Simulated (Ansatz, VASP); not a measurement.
# Sc3H2 in VASP and in Ansatz

Contents of INCAR:

```
PREC = Accurate
ENCUT = 600
EDIFF = 1E-6
ISMEAR = 0
SIGMA = 0.1
LREAL = False
LASPH = True
NELM = 100
ALGO = Normal
ISIF = 3
LWAVE = False
LCHARG = False
GGA = PE
IBRION = 2
NSW = 90
EDIFFG = -0.04
```

The input KPOINTS:

```
Automatic mesh
0
Gamma
  6 6 4
```

Contents of POSCAR:

```
Sc3H2
1.0
    3.7046433432      0.0000000000      0.0000000000
   -1.8523216716      3.2083152472      0.0000000000
    0.0000000000      0.0000000000      5.7638232726
Sc H
3 2
Direct
    0.0000000000      0.0000000000      0.0000000000
    0.3333333333      0.6666666667      0.6450000000
    0.6666666667      0.3333333333      0.3550000000
    0.3333333333      0.6666666667      0.2450000000
    0.6666666667      0.3333333333      0.7550000000
```

Input for Ansatz:

```yaml
crystal:
  lattice:
    - [3.7046433432, 0.0, 0.0]
    - [-1.8523216716, 3.2083152472, 0.0]
    - [0.0, 0.0, 5.7638232726]
  atoms:
    - { symbol: Sc, position: [0.0, 0.0, 0.0] }
    - { symbol: Sc, position: [0.3333333333, 0.6666666667, 0.645] }
    - { symbol: Sc, position: [0.6666666667, 0.3333333333, 0.355] }
    - { symbol: H, position: [0.3333333333, 0.6666666667, 0.245] }
    - { symbol: H, position: [0.6666666667, 0.3333333333, 0.755] }
basis:
  ecutwfc: 420
kpoints:
  mp_grid: { grid: [6, 6, 4] }
hamiltonian:
  xc: pbe
scf:
  occupations: { method: gaussian, width: 0.1 }
  lower_state_search: "off"
output:
  forces: true
  stress: true
  eigenvalues: true
relax:
  adjacent_minimum: "off"
  f_tol: 0.04
  max_steps: 70
  cell: { stress_tol: 0.4 }
```

Alike in both runs: task relaxation of cell and atoms; functional PBE; k mesh 6 × 6 × 4; occupations gaussian, width 0.1 eV; no spin polarisation.

```csv
,VASP,Ansatz
version,VASP 6.6.1,Ansatz 0.2.0
potentials or method,"VASP PAW PBE potentials, release 64 (Sc_sv, H), cutoff 600 eV","scalar-relativistic, plane waves, PAW"
valence electrons in the cell,35,35
```

```tsv
	VASP	Ansatz	Ansatz less VASP
gap on the k mesh at the Fermi level, each at its own relaxed structure (eV)	none	none	-
relaxed volume (Å³/atom)	14.36	14.34	-0.013
relaxed cell length with the largest relative difference (Å)	7.893	7.912	+0.0193
```

A gap of «none» marks a metal or a gap that the smearing closes.
